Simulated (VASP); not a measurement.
# Ba5Na4Al2O10 in VASP: further runs, part 2 of 2

VASP 6.6.1. Earlier steps stand in the parts before.

**4. Single point, PBE**

File INCAR:

```
  ALGO = Normal
  EDIFF = 1E-6
  ENCUT = 970
  GGA = PE
  GGA_COMPAT = F
  ISIF = 2
  ISMEAR = -1
  ISYM = 0
  LASPH = T
  LCHARG = F
  LREAL = Auto
  LWAVE = F
  NBANDS = 92
  NELM = 120
  PREC = Accurate
  SIGMA = 0.2111
```

File KPOINTS:

```
k-points
0
Gamma
  1 1 1
```

File POSCAR:

```
Ba5Na4Al2O10
1.0
    6.9327090000     -0.0765500000      0.0671430000
   -0.0765500000      7.2143380000     -0.0554530000
    0.0671430000     -0.0554530000      6.7389310000
Ba O Al Na
5 10 2 4
Direct
    0.7078011809      0.9262560178      0.0932827151
    0.3840693522      0.6019393784      0.8502808199
    0.9519997886      0.7325058938      0.7270575300
    0.3793851801      0.1145543627      0.6328594734
    0.8875022160      0.1661859343      0.5637063130
    1.0354974584      0.1725165727      0.2314849574
    0.6559900660      0.3824030853      0.7184475189
    0.1029540865      0.4769541766      0.5257155614
    0.4573819014      0.5914959536      0.3186689747
    0.2047170535      0.8702873882      0.4714674671
    0.5832642916     -0.2014814339      0.7648450675
    0.6523777616      0.0394118184      0.4157513860
    0.4017162932      1.0404583380      0.1425304843
    0.0681892292      0.6738369086      0.1407016704
    0.0379698198      0.9619049417      0.9298826635
    0.1553780450     -0.0200620499      0.1438047000
    0.2166532527      0.6375166704      0.3707452210
    0.8701330320      0.3927929877      0.2478620433
    0.1152643755      0.3146004497      0.8933960509
    0.3962294037      0.3102805482      0.1700970015
    0.6503507340      0.6804801705      0.5072512491
```

Potentials or basis: VASP PAW PBE potentials, release 64 (Ba_sv, O, Al, Na_sv).

Started as:

```sh
$ cat potpaw_PBE.64/Ba_sv/POTCAR potpaw_PBE.64/O/POTCAR potpaw_PBE.64/Al/POTCAR potpaw_PBE.64/Na_sv/POTCAR > POTCAR
$ mpirun -np 1 vasp_gam > vasp.out
```

OUTCAR:

```text
EDIFF = 1E-6
   ENCUT = 970
   GGA = PE
   ISIF = 2
   ISMEAR = -1
   ISYM = 0
   LASPH = T
   LREAL = Auto
   NELM = 120
   PREC = Accurate

 ion  position               nearest neighbor table
   1  0.708  0.926  0.093-  13 2.31  12 2.34  15 2.53  11 2.54   6 3.01  16 3.14  14 3.15   3 3.28
                             9 3.31   2 3.60   5 3.81  16 3.87   4 4.15   5 4.15   4 4.46
   2  0.384  0.602  0.850-  11 2.04   7 2.62  19 2.77  14 2.96  21 2.98  20 3.04   8 3.07   9 3.21
                             3 3.29  17 3.47   1 3.60  17 3.68  16 3.71   4 3.79   4 4.00   3 4.10
   3  0.952  0.733  0.727-  15 2.21   8 2.51  21 2.60  11 2.62  10 2.62  14 2.96  17 3.07   7 3.22
                             1 3.28   2 3.29   5 3.38  16 3.60   4 4.05   2 4.10   5 4.23
   4  0.379  0.115  0.633-  10 2.38  12 2.43   7 2.76  11 2.87  19 2.90  15 3.25  13 3.34   5 3.48
                             5 3.56  16 3.78   2 3.79  16 3.88  17 3.99   2 4.00   3 4.05   1 4.15
   5  0.888  0.166  0.564-  12 2.11   6 2.45   7 2.47   8 2.68  18 2.71  19 2.93  15 3.10  10 3.14
                             3 3.38   4 3.48   4 3.56  16 3.61   1 3.81   1 4.15   3 4.23
   6  0.035  0.173  0.231-  16 1.72   5 2.45   1 3.01
   7  0.656  0.382  0.718-   5 2.47   2 2.62   4 2.76   3 3.22
   8  0.103  0.477  0.526-  17 1.74   3 2.51   5 2.68   2 3.07
   9  0.457  0.591  0.319-  17 1.74   2 3.21   1 3.31
  10  0.205  0.870  0.471-  17 1.80   4 2.38  16 2.39   3 2.62   5 3.14
  11  0.583  0.799  0.765-   2 2.04   1 2.54   3 2.62   4 2.87
  12  0.652  0.039  0.416-   5 2.11   1 2.34   4 2.43
  13  0.402  0.040  0.143-  16 1.75   1 2.31   4 3.34
  14  0.068  0.674  0.141-  17 1.90  16 2.28   3 2.96   2 2.96   1 3.15
  15  0.038  0.962  0.930-  16 1.67   3 2.21   1 2.53   5 3.10   4 3.25
  16  0.155  0.980  0.144-  15 1.67   6 1.72  13 1.75  14 2.28  10 2.39  17 2.97   1 3.14   3 3.60
                             5 3.61   2 3.71   4 3.78   1 3.87   4 3.88
  17  0.217  0.638  0.371-   9 1.74   8 1.74  10 1.80  14 1.90  16 2.97   3 3.07   2 3.47   2 3.68
                             4 3.99
  18  0.870  0.393  0.248-   5 2.71
  19  0.115  0.315  0.893-   2 2.77   4 2.90   5 2.93
  20  0.396  0.310  0.170-   2 3.04
  21  0.650  0.680  0.507-   3 2.60   2 2.98

IMPORTANT INFORMATION: All symmetrisations will be switched off!
NOSYMM: (Re-)initialisation of all symmetry stuff for point group C_1.

----------------------------------------------------------------------------------------

                                     Primitive cell

  volume of cell :     336.9542

  direct lattice vectors                    reciprocal lattice vectors
     6.932709000 -0.076550000  0.067143000     0.144274342  0.001519915 -0.001424963
    -0.076550000  7.214338000 -0.055453000     0.001519915  0.138637637  0.001125671
     0.067143000 -0.055453000  6.738931000    -0.001424963  0.001125671  0.148414949

  length of vectors
     6.933456725  7.214957222  6.739493619     0.144289384  0.138650538  0.148426058

  position of ions in fractional coordinates (direct lattice)
     0.707801181  0.926256018  0.093282715
     0.384069352  0.601939378  0.850280820
     0.951999789  0.732505894  0.727057530
     0.379385180  0.114554363  0.632859473
     0.887502216  0.166185934  0.563706313
     0.035497458  0.172516573  0.231484957
[... 13 lines left out ...]
     0.396229404  0.310280548  0.170097001
     0.650350734  0.680480170  0.507251249

  ion indices of the primitive-cell ions
   primitive index   ion index
                 1           1
                 2           2
                 3           3
                 4           4
                 5           5
                 6           6
[... 13 lines left out ...]
                20          20
                21          21

----------------------------------------------------------------------------------------

 KPOINTS: k-points

Automatic generation of k-mesh.
 Grid dimensions read from file:
 generate k-points for:    1    1    1

 Generating k-lattice:

  Cartesian coordinates                     Fractional coordinates (reciprocal lattice)
     0.144274342  0.001519915 -0.001424963     1.000000000 -0.000000000  0.000000000
     0.001519915  0.138637637  0.001125671     0.000000000  1.000000000  0.000000000
    -0.001424963  0.001125671  0.148414949     0.000000000  0.000000000  1.000000000

  Length of vectors
     0.144289384  0.138650538  0.148426058

  Shift w.r.t. Gamma in fractional coordinates (k-lattice)
     0.000000000  0.000000000  0.000000000

 Subroutine IBZKPT returns following result:
 ===========================================

 Found      1 irreducible k-points:

 Following reciprocal coordinates:
            Coordinates               Weight
  0.000000  0.000000  0.000000      1.000000
   k-points           NKPTS =      1   k-points in BZ     NKDIM =      1   number of bands    NBANDS=     92
   number of dos      NEDOS =    301   number of ions     NIONS =     21
   total plane-waves  NPLWV = 392000
   dimension x,y,z NGX =    70 NGY =   80 NGZ =   70
   dimension x,y,z NGXF=   140 NGYF=  160 NGZF=  140
   ions per type =               5  10   2   4
   NGX,Y,Z   is equivalent  to a cutoff of  16.78, 18.43, 17.27 a.u.
   NGXF,Y,Z  is equivalent  to a cutoff of  33.57, 36.87, 34.53 a.u.
 SYSTEM =  unknown system
   PREC   = accura    normal or accurate (medium, high low for compatibility)
   ISTART =      0    job   : 0-new  1-cont  2-samecut
   ICHARG =      2    charge: 1-file 2-atom 10-const
   ISPIN  =      1    spin polarized calculation?
   LNONCOLLINEAR =      F non collinear calculations
   LSORBIT =      F    spin-orbit coupling
   LASPH  =      T    aspherical Exc in radial PAW
   ENCUT  =  970.0 eV  71.29 Ry    8.44 a.u.  17.61 18.32 17.11*2*pi/ulx,y,z
   NELM   =    120;   NELMIN=  2; NELMDL= -5     # of ELM steps
   EDIFF  = 0.1E-05   stopping-criterion for ELM
   LREAL  =      T    real-space projection
   EDIFFG = 0.1E-04   stopping-criterion for IOM
   NSW    =      0    number of steps for IOM
   IBRION =     -1    ionic relax: 0-MD 1-quasi-New 2-CG
   NFREE  =      0    steps in history (QN), initial steepest desc. (CG)
   ISIF   =      2    stress and relaxation
   ISYM   =      0    0-nonsym 1-usesym 2-fastsym
   POTIM  = 0.5000    time-step for ionic-motion
   TEBEG  =    0.0;   TEEND  =   0.0 temperature during run
   PSTRESS=    0.0 pullay stress
   NELECT =     152.0000    total number of electrons
   NUPDOWN=      -1.0000    fix difference up-down
   EMIN   =  10.00;   EMAX   =-10.00  energy-range for DOS
   EFERMI =   0.00;   METHOD = LEGACY
   ISMEAR =    -1;   SIGMA  =   0.21  broadening in eV -4-tet -1-fermi 0-gaus
   EFERMI_NEDOS =   21; number of points for ismear=-14 and -15
   IALGO  =     38    algorithm
   IMIX   =      4    mixing-type and parameters
     AMIX     =   0.40;   BMIX     =  1.00
     AMIX_MAG =   1.60;   BMIX_MAG =  1.00
  volume/ion in A,a.u.               =      16.05       108.28
  Fermi-wavevector in a.u.,A,eV,Ry     =   1.255545  2.372637 21.448142  1.576394
  Thomas-Fermi vector in A             =   2.389297
   LORBIT       =      0    0 simple, 1 ext, 2 COOP (PROOUT), +10 PAW based schemes
   GGA     = PE    functional components
   LHFCALC =     F    Hartree Fock is set to
   AEXX    =    0.0000 exact exchange contribution
   IVDW    =     0    specifies the selected vdW correction
   LEPSILON=     F    determine dielectric tensor
   LRPA    =     F    only Hartree local field effects (RPA)
 non-spin polarized calculation
  energy-cutoff  :      970.00
  volume of cell :      336.95
 maximum number of plane-waves:     11565
 NGX is ok and might be reduce to    70
   NGX = 35   NGY = 37   NGZ = 35

 number of electron     151.9999997 magnetization

 Free energy of the ion-electron system (eV)
  ---------------------------------------------------
  ext. energy  EPLUGINS =         0.00000000
  ---------------------------------------------------
  free energy    TOTEN  =      -107.06665206 eV

  energy without entropy =     -106.97540653  energy(sigma->0) =     -107.02102929

 E-fermi :   3.6625     XC(G=0):  -9.6299

 val. band max:        2.6786974297   @ k =   0.0000   0.0000   0.0000
 cond. band min:       4.4968624982   @ k =   0.0000   0.0000   0.0000
 fundamental gap:      1.8181650685
 Fermi energy:         3.6624614402

 k-point     1 :       0.0000    0.0000    0.0000
  band No.  band energies     occupation
      1     -50.6372      2.00000
      2     -48.8688      2.00000
      3     -48.2427      2.00000
      4     -47.8123      2.00000
      5     -23.9553      2.00000
      6     -23.5647      2.00000
[... 80 lines left out ...]
     87       7.8567      0.00000
     88       8.2595      0.00000
 [bands above 88 left out]

------------------------ aborting loop because EDIFF is reached ----------------------------------------

  FORCE on cell =-STRESS in cart. coord.  units (eV):
  Direction    XX          YY          ZZ          XY          YZ          ZX
  --------------------------------------------------------------------------------------
  -------------------------------------------------------------------------------------
  Total       35.9222706     28.7615762     35.8176288      4.9526048     12.0908699      2.4718685
  in kB      170.8061243    136.7578739    170.3085648     23.5490468     57.4906482     11.7534407
  external PRESSURE =     159.2908543 kB  Pullay stress =       0.0000000 kB

 VOLUME and BASIS-vectors are now :
 -----------------------------------------------------------------------------
  energy-cutoff  :      970.00
  volume of cell :      336.95
      direct lattice vectors                 reciprocal lattice vectors
     6.932709000 -0.076550000  0.067143000     0.144274342  0.001519915 -0.001424963
    -0.076550000  7.214338000 -0.055453000     0.001519915  0.138637637  0.001125671
     0.067143000 -0.055453000  6.738931000    -0.001424963  0.001125671  0.148414949

 POSITION                                       TOTAL-FORCE (eV/Angst)
 -----------------------------------------------------------------------------------
      4.84234      6.62297      0.62479         0.213440     -0.799035      0.708771
      2.67365      4.26604      5.72239        -1.223715     -1.885735      1.027738
      6.59268      5.17135      4.92289        -1.107575     -1.879845      0.035635
      2.66389      0.76230      4.28392         1.493139      0.297700     -0.237491
      6.17792      1.09972      3.84915         2.518033      0.260192      3.350906
      0.24843      1.22904      1.55278         0.472412      0.235221     -0.477000
[... 13 lines left out ...]
      2.73461      2.19870      1.15567         0.307345      1.378745      1.210932
      4.49066      4.83130      3.42426         0.136617     -0.364541     -1.521259
 -----------------------------------------------------------------------------------
    total drift:                               -0.022530     -0.001929      0.086751

  FREE ENERGIE OF THE ION-ELECTRON SYSTEM (eV)
  ---------------------------------------------------
  free  energy   TOTEN  =      -107.0666520556 eV

  energy  without entropy=     -106.9754065258  energy(sigma->0) =     -107.02102929
```

It took 95 s on 1 thread of AMD EPYC 9R45 (Zen 5), shared host; peak memory 0.73 GiB.

Results:

* Free energy: -107.0667 eV
* Pressure: 15.9 GPa
* Largest force: 4.200 eV/Å

Forces in eV/Å, atoms in the order of the input:
```
Ba   0.213 -0.799  0.709
Ba  -1.224 -1.886  1.028
Ba  -1.108 -1.880  0.036
Ba   1.493  0.298 -0.237
Ba   2.518  0.260  3.351
O    0.472  0.235 -0.477
O   -0.427  0.326  0.705
O    0.536 -0.466  0.871
O   -0.630 -1.229 -2.120
O   -1.482 -1.197 -0.463
O    1.373  3.448 -0.056
O   -1.920 -0.822  0.079
O   -2.265 -0.884 -1.820
O    0.796 -0.394  0.854
O    1.282  2.583 -2.732
Al   1.978 -1.205  2.399
Al   0.296  1.110 -2.102
Na  -0.760  2.110 -0.530
Na  -1.587 -0.623  0.817
Na   0.307  1.379  1.211
Na   0.137 -0.365 -1.521
```

Levels at points of the mesh, in eV from the Fermi level:
```tsv
k point	band 72	band 73	band 74	band 75	band 76	band 77	band 78	band 79	band 80	band 81
(0.00, 0.00, 0.00)	-1.47	-1.37	-1.30	-1.17	-0.98	0.83	2.35	2.60	3.16	3.33
```

Caveat: the k points lie up to 0.93 Å⁻¹ apart; the atoms stand as in a frame of molecular dynamics; spin-orbit coupling is left out, which moves the levels of the heavy elements.

**5. Single point, PBE**

File INCAR:

```
SYSTEM = Ba5Na4Al2O10
  ALGO = Normal
  EDIFF = 1E-6
  ENCUT = 970
  GGA = PE
  GGA_COMPAT = .False.
  ISIF = 2
  ISMEAR = -1
  ISYM = 0
  LASPH = .True.
  LCHARG = .False.
  LREAL = Auto
  LWAVE = .False.
  NBANDS = 92
  NELM = 120
  PREC = Accurate
  SIGMA = 0.1172
```

File KPOINTS:

```
k-points
0
Gamma
  1 1 1
  0 0 0
```

File POSCAR:

```
Ba5Na4Al2O10
1.0
    6.9327090000     -0.0765500000      0.0671430000
   -0.0765500000      7.2143380000     -0.0554530000
    0.0671430000     -0.0554530000      6.7389310000
Ba O Al Na
5 10 2 4
Direct
    0.7043811048      0.9931297472      0.1589869021
    0.4036494530      0.6485759236      0.8742280112
    0.9673661356      0.7101502069      0.7330486237
    0.4011873599      0.0909322433      0.6683145358
    0.9519858764      0.1613845177      0.6042764153
    0.1851377010      0.1073980965      0.3411155042
    0.7401368571      0.4294283779      0.8483578601
    0.0452505878      0.4721673218      0.4537666040
    0.4441944400      0.6171677685      0.2389735489
    0.2629323518      0.7873120518      0.5701004727
    0.6624572463      0.8591490780      0.7094790000
    0.6719365913      0.2152864094      0.3925698955
    0.3988126683     -0.0397010990     -0.0156575314
    0.0780748513      0.7659206764      0.1671507572
    1.0212821714      0.1059792557      0.9869623118
    0.1767050098     -0.0071787959      0.1296047414
    0.2071136643      0.6462678994      0.3523977707
    0.7266074465      0.5286155390      0.1733246287
    0.0380455345      0.3452392548      0.1336318863
    0.3815098633      0.3443562108      0.2839254280
    0.6737826562      0.4820187494      0.5330481343
```

Started as:

```sh
$ cat potpaw_PBE.64/Ba_sv/POTCAR potpaw_PBE.64/O/POTCAR potpaw_PBE.64/Al/POTCAR potpaw_PBE.64/Na_sv/POTCAR > POTCAR
$ mpirun -np 1 vasp_gam > vasp.out
```

Run time: 83 s. Hardware: 1 thread of AMD EPYC 9R45 (Zen 5), shared host; peak memory 0.73 GiB.

Results (log left out):

| Property | Result |
| --- | --- |
| Free energy | -112.3995 eV |
| Pressure | 13.8 GPa |
| Largest force | 3.414 eV/Å |

Forces on the atoms (eV/Å):
```
Ba   0.345 -1.738 -1.191
Ba   1.422 -1.387 -1.048
Ba  -2.263 -0.368  2.529
Ba   1.776  0.866 -1.162
Ba  -1.683  0.033  1.638
O    0.809  1.578  1.490
O    0.007  0.137  0.398
O    0.787  0.894 -1.299
O   -0.900 -0.210  1.287
O   -0.200 -0.422 -1.536
O    0.666 -0.024 -0.816
O   -1.059  1.795  0.570
O   -1.554  1.033  2.277
O   -0.485 -1.326 -0.123
O   -0.480 -0.490 -2.533
Al   1.481 -2.140 -1.822
Al   0.924  2.604  0.926
Na   0.741 -0.284 -0.611
Na  -0.684  0.967  0.390
Na   0.552 -2.232  0.186
Na  -0.201  0.716  0.450
```

Stress tensor (GPa, compression positive):
```
11.00 -2.29  2.20
-2.29 15.95  1.28
 2.20  1.28 14.46
```

Levels at points of the mesh, in eV from the Fermi level:
```csv
k point,band 74,band 75,band 76,band 77,band 78,band 79
"(0.00, 0.00, 0.00)",-1.27,-1.13,-0.88,0.87,2.42,2.82
```

Caveat: the k points lie up to 0.93 Å⁻¹ apart; the atoms stand as in a frame of molecular dynamics; spin-orbit coupling is left out, which moves the levels of the heavy elements.

**6. Summary**

| cell | smearing | pressure (GPa) | largest force (eV/Å) |
| --- | --- | --- | --- |
| as given, atomic positions A | fermi-dirac 0.05 eV | 7.2 | 1.41 |
| as given, atomic positions B | fermi-dirac 0.293 eV | 13.5 | 6.96 |
| as given, atomic positions C | fermi-dirac 0.2111 eV | 15.9 | 4.20 |
| as given, atomic positions D | fermi-dirac 0.1172 eV | 13.8 | 3.41 |

Alike in all rows: task single point; level PBE; potentials or basis VASP PAW PBE potentials, release 64 (Ba_sv, O, Al, Na_sv); no spin polarisation; k mesh 1 × 1 × 1; cutoff (eV) 970.

Caveats: all runs use coarse meshes; the atoms stand as in a frame of molecular dynamics; spin-orbit coupling is left out, which moves the levels of the heavy elements.

Total energies depend on the potentials used, so only differences within one code and one set of settings carry meaning.
